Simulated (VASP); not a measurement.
# CaSe in VASP: notebook

Runs on CaSe. Level: PBE. Tasks: single point.

All numbers are computed with VASP 6.6.1; they aren't measurements. Logs are shortened: lines on timing, memory, paths and dates and some standing lists are left out, and cuts for length are marked.

### 1 The cell of the first run

Symmetry: Fm-3m, No. 225, cubic system. Conventional cell: a = 5.935 Å, b = 5.935 Å, c = 5.935 Å, α = 90.00°, β = 90.00°, γ = 90.00°. Within 3.9 Å of Ca (site symmetry m-3m) lie 6 Se at 2.97 Å. Se (site symmetry m-3m) has 6 Ca at 2.97 Å within 3.9 Å.

### 2 Single point, PBE

Contents of INCAR:

```
SYSTEM = CaSe
ALGO = Normal ; EDIFF = 1E-6
ENCUT = 520 ; GGA = PE
ISIF = 2 ; ISMEAR = 0
LASPH = .True. ; LCHARG = .True.
LELF = .True. ; LREAL = .False.
LVHAR = .True. ; LWAVE = .False.
NBANDS = 15 ; NELM = 80
PREC = Accurate ; SIGMA = 0.01
```

Contents of KPOINTS:

```
k-points
0
Gamma
  4 4 4
  0 0 0
```

Contents of POSCAR:

```
CaSe
1.0
    0.0000000000      2.9675351088      2.9675351088
    2.9675351088      0.0000000000      2.9675351088
    2.9675351088      2.9675351088      0.0000000000
Ca Se
1 1
Direct
    0.0000000000      0.0000000000      0.0000000000
    0.5000000000      0.5000000000      0.5000000000
```

Potentials or basis: VASP PAW PBE potentials, release 64 (Ca_sv, Se).

Run with:

```bash
$ cat potpaw_PBE.64/Ca_sv/POTCAR potpaw_PBE.64/Se/POTCAR > POTCAR
$ mpirun -np 1 vasp_std > vasp.out
```

OUTCAR:

```text
SYSTEM = CaSe
   EDIFF = 1E-6
   ENCUT = 520
   GGA = PE
   ISIF = 2
   ISMEAR = 0
   LASPH = .True.
   LREAL = .False.
   NELM = 80
   PREC = Accurate

 ion  position               nearest neighbor table
   1  0.000  0.000  0.000-   2 2.97   2 2.97   2 2.97   2 2.97   2 2.97   2 2.97
   2  0.500  0.500  0.500-   1 2.97   1 2.97   1 2.97   1 2.97   1 2.97   1 2.97

  LATTYP: Found a face centered cubic cell.
 ALAT       =     5.9350702176

  Lattice vectors:

 A1 = (   0.0000000000,   2.9675351088,   2.9675351088)
 A2 = (   2.9675351088,   0.0000000000,   2.9675351088)
 A3 = (   2.9675351088,   2.9675351088,   0.0000000000)

Analysis of symmetry for initial positions (statically):
=====================================================================
 Subroutine PRICEL returns:
 Original cell was already a primitive cell.

 Routine SETGRP: Setting up the symmetry group for a
 face centered cubic supercell.

 Subroutine GETGRP returns: Found 48 space group operations
 (whereof 48 operations were pure point group operations)
 out of a pool of 48 trial point group operations.

The static configuration has the point symmetry O_h .

Analysis of symmetry for dynamics (positions and initial velocities):
=====================================================================
 Subroutine PRICEL returns:
 Original cell was already a primitive cell.

 Routine SETGRP: Setting up the symmetry group for a
 face centered cubic supercell.

 Subroutine GETGRP returns: Found 48 space group operations
 (whereof 48 operations were pure point group operations)
 out of a pool of 48 trial point group operations.

The dynamic configuration has the point symmetry O_h .

 Subroutine INISYM returns: Found 48 space group operations
 (whereof 48 operations are pure point group operations),
 and found     1 'primitive' translations

----------------------------------------------------------------------------------------

                                     Primitive cell

  volume of cell :      52.2658

  direct lattice vectors                    reciprocal lattice vectors
     0.000000000  2.967535109  2.967535109    -0.168490003  0.168490003  0.168490003
     2.967535109  0.000000000  2.967535109     0.168490003 -0.168490003  0.168490003
     2.967535109  2.967535109  0.000000000     0.168490003  0.168490003 -0.168490003

  length of vectors
     4.196728398  4.196728398  4.196728398     0.291833246  0.291833246  0.291833246

  position of ions in fractional coordinates (direct lattice)
     0.000000000  0.000000000  0.000000000
     0.500000000  0.500000000  0.500000000

  ion indices of the primitive-cell ions
   primitive index   ion index
                 1           1
                 2           2

----------------------------------------------------------------------------------------

 KPOINTS: k-points

Automatic generation of k-mesh.
 Grid dimensions read from file:
 generate k-points for:    4    4    4

 Generating k-lattice:

  Cartesian coordinates                     Fractional coordinates (reciprocal lattice)
    -0.042122501  0.042122501  0.042122501     0.250000000  0.000000000  0.000000000
     0.042122501 -0.042122501  0.042122501     0.000000000  0.250000000  0.000000000
     0.042122501  0.042122501 -0.042122501     0.000000000  0.000000000  0.250000000

  Length of vectors
     0.072958312  0.072958312  0.072958312

  Shift w.r.t. Gamma in fractional coordinates (k-lattice)
     0.000000000  0.000000000  0.000000000

 Subroutine IBZKPT returns following result:
 ===========================================

 Found      8 irreducible k-points:

 Following reciprocal coordinates:
            Coordinates               Weight
  0.000000  0.000000  0.000000      1.000000
  0.250000  0.000000  0.000000      8.000000
  0.500000  0.000000  0.000000      4.000000
  0.250000  0.250000  0.000000      6.000000
  0.500000  0.250000  0.000000     24.000000
 -0.250000  0.250000  0.000000     12.000000
  0.500000  0.500000  0.000000      3.000000
 -0.250000  0.500000  0.250000      6.000000
   k-points           NKPTS =      8   k-points in BZ     NKDIM =      8   number of bands    NBANDS=     15
   number of dos      NEDOS =    301   number of ions     NIONS =      2
   total plane-waves  NPLWV =  32768
   dimension x,y,z NGX =    32 NGY =   32 NGZ =   32
   dimension x,y,z NGXF=    64 NGYF=   64 NGZF=   64
   ions per type =               1   1
   NGX,Y,Z   is equivalent  to a cutoff of  12.68, 12.68, 12.68 a.u.
   NGXF,Y,Z  is equivalent  to a cutoff of  25.35, 25.35, 25.35 a.u.
 SYSTEM =  CaSe
   PREC   = accura    normal or accurate (medium, high low for compatibility)
   ISTART =      0    job   : 0-new  1-cont  2-samecut
   ICHARG =      2    charge: 1-file 2-atom 10-const
   ISPIN  =      1    spin polarized calculation?
   LNONCOLLINEAR =      F non collinear calculations
   LSORBIT =      F    spin-orbit coupling
   LASPH  =      T    aspherical Exc in radial PAW
   ENCUT  =  520.0 eV  38.22 Ry    6.18 a.u.   7.80  7.80  7.80*2*pi/ulx,y,z
   NELM   =     80;   NELMIN=  2; NELMDL= -5     # of ELM steps
   EDIFF  = 0.1E-05   stopping-criterion for ELM
   LREAL  =      F    real-space projection
   EDIFFG = 0.1E-04   stopping-criterion for IOM
   NSW    =      0    number of steps for IOM
   IBRION =     -1    ionic relax: 0-MD 1-quasi-New 2-CG
   NFREE  =      0    steps in history (QN), initial steepest desc. (CG)
   ISIF   =      2    stress and relaxation
   ISYM   =      2    0-nonsym 1-usesym 2-fastsym
   POTIM  = 0.5000    time-step for ionic-motion
   TEBEG  =    0.0;   TEEND  =   0.0 temperature during run
   PSTRESS=    0.0 pullay stress
   NELECT =      16.0000    total number of electrons
   NUPDOWN=      -1.0000    fix difference up-down
   EMIN   =  10.00;   EMAX   =-10.00  energy-range for DOS
   EFERMI =   0.00;   METHOD = LEGACY
   ISMEAR =     0;   SIGMA  =   0.01  broadening in eV -4-tet -1-fermi 0-gaus
   EFERMI_NEDOS =   21; number of points for ismear=-14 and -15
   IALGO  =     38    algorithm
   IMIX   =      4    mixing-type and parameters
     AMIX     =   0.40;   BMIX     =  1.00
     AMIX_MAG =   1.60;   BMIX_MAG =  1.00
  volume/ion in A,a.u.               =      26.13       176.35
  Fermi-wavevector in a.u.,A,eV,Ry     =   1.103339  2.085008 16.563146  1.217357
  Thomas-Fermi vector in A             =   2.239796
   LORBIT       =      0    0 simple, 1 ext, 2 COOP (PROOUT), +10 PAW based schemes
   GGA     = PE    functional components
   LHFCALC =     F    Hartree Fock is set to
   AEXX    =    0.0000 exact exchange contribution
   IVDW    =     0    specifies the selected vdW correction
   LEPSILON=     F    determine dielectric tensor
   LRPA    =     F    only Hartree local field effects (RPA)
 non-spin polarized calculation
 Gauss-broadening in eV      SIGMA  =   0.01
  energy-cutoff  :      520.00
  volume of cell :       52.27
 maximum number of plane-waves:      1424
   NGX = 15   NGY = 15   NGZ = 15

 number of electron      15.9999997 magnetization

 Free energy of the ion-electron system (eV)
  ---------------------------------------------------
  ext. energy  EPLUGINS =         0.00000000
  ---------------------------------------------------
  free energy    TOTEN  =        -9.46814156 eV

  energy without entropy =       -9.46814156  energy(sigma->0) =       -9.46814156

 E-fermi :   2.5584     XC(G=0):  -9.1088

 val. band max:        2.3894660312   @ k =   0.0000   0.0000   0.0000
 cond. band min:       4.4271643112   @ k =   0.5000   0.5000   0.0000
 fundamental gap:      2.0376982800
 Fermi energy:         2.5583929056

 k-point     1 :       0.0000    0.0000    0.0000
  band No.  band energies     occupation
      1     -37.4065      2.00000
      2     -18.3985      2.00000
      3     -18.3985      2.00000
      4     -18.3985      2.00000
      5      -9.3726      2.00000
      6       2.3895      2.00000
      7       2.3895      2.00000
      8       2.3895      2.00000
      9       5.6731      0.00000
     10       6.0871      0.00000
     11       6.0871      0.00000
     12       6.0871      0.00000
     13       6.6451      0.00000
     14       6.6451      0.00000
     15      12.0841      0.00000

 k-point     2 :       0.2500    0.0000    0.0000
  band No.  band energies     occupation
      1     -37.4033      2.00000
      2     -18.4536      2.00000
      3     -18.4022      2.00000
      4     -18.4022      2.00000
      5      -9.0523      2.00000
      6       0.4045      2.00000
      7       1.6999      2.00000
      8       1.6999      2.00000
      9       6.0976      0.00000
     10       6.8056      0.00000
     11       6.8056      0.00000
     12       8.0230      0.00000
     13       8.0230      0.00000
     14       8.0641      0.00000
     15      11.7347      0.00000

 k-point     3 :       0.5000    0.0000    0.0000
  band No.  band energies     occupation
      1     -37.4001      2.00000
      2     -18.5073      2.00000
      3     -18.4060      2.00000
      4     -18.4060      2.00000
      5      -8.6932      2.00000
      6      -0.8604      2.00000
      7       1.2097      2.00000
      8       1.2097      2.00000
      9       6.8843      0.00000
     10       7.8287      0.00000
     11       7.8574      0.00000
     12       7.8574      0.00000
     13       9.8359      0.00000
     14       9.8359      0.00000
     15      10.4280      0.00000
[... 55 lines left out ...]
 k-point     7 :       0.5000    0.5000    0.0000
  band No.  band energies     occupation
      1     -37.3980      2.00000
      2     -18.4773      2.00000
      3     -18.4301      2.00000
      4     -18.4301      2.00000
      5      -8.8039      2.00000
      6      -0.1082      2.00000
      7       1.4636      2.00000
      8       1.4636      2.00000
      9       4.4272      0.00000
     10       7.3869      0.00000
     11       7.3995      0.00000
     12       8.3604      0.00000
     13       8.3838      0.00000
     14       8.3838      0.00000
     15      12.4509      0.00000

 k-point     8 :      -0.2500    0.5000    0.2500
  band No.  band energies     occupation
      1     -37.3980      2.00000
      2     -18.4537      2.00000
      3     -18.4537      2.00000
      4     -18.4363      2.00000
      5      -8.7175      2.00000
      6       0.4278      2.00000
      7       0.4278      2.00000
      8       0.7334      2.00000
      9       6.7722      0.00000
     10       6.7722      0.00000
     11       7.5935      0.00000
     12       8.0761      0.00000
     13       8.3894      0.00000
     14      10.9226      0.00000
     15      11.3205      0.00000

------------------------ aborting loop because EDIFF is reached ----------------------------------------

  FORCE on cell =-STRESS in cart. coord.  units (eV):
  Direction    XX          YY          ZZ          XY          YZ          ZX
  --------------------------------------------------------------------------------------
  -------------------------------------------------------------------------------------
  Total        0.2790141      0.2790141      0.2790141      0.0000000      0.0000000     -0.0000000
  in kB        8.5530141      8.5530141      8.5530141      0.0000000      0.0000000     -0.0000000
  external PRESSURE =       8.5530141 kB  Pullay stress =       0.0000000 kB

 VOLUME and BASIS-vectors are now :
 -----------------------------------------------------------------------------
  energy-cutoff  :      520.00
  volume of cell :       52.27
      direct lattice vectors                 reciprocal lattice vectors
     0.000000000  2.967535109  2.967535109    -0.168490003  0.168490003  0.168490003
     2.967535109  0.000000000  2.967535109     0.168490003 -0.168490003  0.168490003
     2.967535109  2.967535109  0.000000000     0.168490003  0.168490003 -0.168490003

 POSITION                                       TOTAL-FORCE (eV/Angst)
 -----------------------------------------------------------------------------------
      0.00000      0.00000      0.00000         0.000000      0.000000      0.000000
      2.96754      2.96754      2.96754        -0.000000     -0.000000     -0.000000
 -----------------------------------------------------------------------------------
    total drift:                                0.000000     -0.000000     -0.000000

  FREE ENERGIE OF THE ION-ELECTRON SYSTEM (eV)
  ---------------------------------------------------
  free  energy   TOTEN  =        -9.4681415567 eV

  energy  without entropy=       -9.4681415567  energy(sigma->0) =       -9.46814156
```

Wall time 14 s (1 thread of Intel Xeon 8259CL, shared host); peak memory 0.17 GiB.

What came out:

```
Free energy            : -9.4681 eV
Pressure               : 0.9 GPa
Band gap on the k mesh : 2.04 eV (least direct gap 2.96 eV)
```

Caveat: the k points lie up to 0.46 Å⁻¹ apart. A k mesh can miss the band edges.

### 3 Single point, PBE (strain +3.0%)

Contents of INCAR:

```
  PREC = Accurate
  ENCUT = 520
  EDIFF = 1E-6
  ISMEAR = 0
  SIGMA = 0.01
  LREAL = F
  LASPH = T
  NELM = 100
  ALGO = Normal
  ISIF = 2
  LWAVE = F
  LCHARG = T
  GGA = PE
  LELF = T
  LVHAR = T
  NBANDS = 15
```

Contents of KPOINTS:

```
Automatic mesh
0
Gamma
  4 4 4
```

Contents of POSCAR:

```
CaSe
1.0
    0.0000000000      3.0565611621      3.0565611621
    3.0565611621      0.0000000000      3.0565611621
    3.0565611621      3.0565611621      0.0000000000
Ca Se
1 1
Direct
    0.0000000000      0.0000000000      0.0000000000
    0.5000000000      0.5000000000      0.5000000000
```

Potentials or basis: VASP PAW PBE potentials, release 64 (Ca_sv, Se).

Run with:

```bash
$ cat potpaw_PBE.64/Ca_sv/POTCAR potpaw_PBE.64/Se/POTCAR > POTCAR
$ mpirun -np 1 vasp_std > vasp.out
```

Wall time 14 s (1 thread of Intel Xeon 8259CL, shared host); peak memory 0.17 GiB.

It converged, with:

```
Free energy            : -9.4328 eV
Pressure               : -3.0 GPa
Band gap on the k mesh : 2.22 eV (least direct gap 2.84 eV)
```

Levels at points of the mesh, in eV from the valence-band top:
```csv
k point,band 6,band 7,band 8,band 9,band 10,band 11
"(0.00, 0.00, 0.00)",0.00,0.00,0.00,2.84,3.70,3.70
"(0.50, 0.00, 0.00)",-2.93,-1.01,-1.01,4.34,5.18,5.23
"(0.50, 0.50, 0.00)",-2.27,-0.84,-0.84,2.22,4.62,4.84
```

Caveat: the k points lie up to 0.45 Å⁻¹ apart; the cell differs from its parent crystal (strain +3.0%). A k mesh can miss the band edges.

### 4 Single point, PBE (uniaxial z strain +1.5%)

Contents of INCAR:

```
SYSTEM = CaSe
PREC = Accurate
ENCUT = 520
EDIFF = 1E-7
ISMEAR = 0
SIGMA = 0.01
LREAL = .False.
LASPH = .True.
NELM = 80
ALGO = Normal
ISIF = 2
LWAVE = .False.
LCHARG = .False.
GGA = PE
NBANDS = 15
```

Contents of KPOINTS:

```
regular mesh
0
Gamma
  4 4 4
  0 0 0
```

Contents of POSCAR:

```
CaSe
1.0
    0.0000000000      2.9675351088      3.0120481354
    2.9675351088      0.0000000000      3.0120481354
    2.9675351088      2.9675351088      0.0000000000
Ca Se
1 1
Direct
    0.0000000000      0.0000000000      0.0000000000
    0.5000000000      0.5000000000      0.5000000000
```

Run with:

```bash
$ cat potpaw_PBE.64/Ca_sv/POTCAR potpaw_PBE.64/Se/POTCAR > POTCAR
$ mpirun -np 1 vasp_std > vasp.out
```

Wall time 18 s (1 thread of Intel Xeon 8259CL, shared host); peak memory 0.17 GiB.

It converged, with:

```yaml
Free_energy: -9.4686 eV
Pressure: 0.1 GPa
Band_gap_on_the_k_mesh: 2.07 eV (least direct gap 2.95 eV)
```

Stress tensor (GPa, compression positive):
```
 0.55  0.00  0.00
 0.00  0.55  0.00
 0.00  0.00 -0.68
```

Levels at points of the mesh, in eV from the valence-band top:
| k point | band 5 | band 6 | band 7 | band 8 | band 9 | band 10 | band 11 | band 12 |
| --- | --- | --- | --- | --- | --- | --- | --- | --- |
| (0.00, 0.00, 0.00) | -11.71 | 0.00 | 0.00 | 0.00 | 3.19 | 3.64 | 3.73 | 3.73 |
| (0.50, 0.00, 0.00) | -11.06 | -3.20 | -1.15 | -1.15 | 4.47 | 5.40 | 5.42 | 5.45 |
| (0.50, 0.50, 0.00) | -11.17 | -2.49 | -0.88 | -0.88 | 2.08 | 4.95 | 4.96 | 5.89 |
| (0.50, 0.00, 0.50) | -11.16 | -2.45 | -0.95 | -0.91 | 2.07 | 4.90 | 5.02 | 5.91 |

Caveat: the k points lie up to 0.46 Å⁻¹ apart; the cell differs from its parent crystal (uniaxial z strain +1.5%).

### 5 Summary

| cell | gap on the mesh (eV) | pressure (GPa) |
| --- | --- | --- |
| a = 4.197 Å, angles 60.0°, 2 atoms | 2.04 | 0.9 |
| a = 4.323 Å, angles 60.0°, 2 atoms | 2.22 | -3.0 |
| a = 4.228, b = 4.228, c = 4.197 Å, angles 60.2, 60.2, 59.5°, 2 atoms | 2.07 | 0.1 |

Alike in all rows: task single point; level PBE; potentials or basis VASP PAW PBE potentials, release 64 (Ca_sv, Se); no spin polarisation; k mesh 4 × 4 × 4; cutoff (eV) 520; smearing gaussian 0.01 eV.

Caveats: all runs use coarse meshes.

Absolute energies hang on the potentials; compare differences alone.
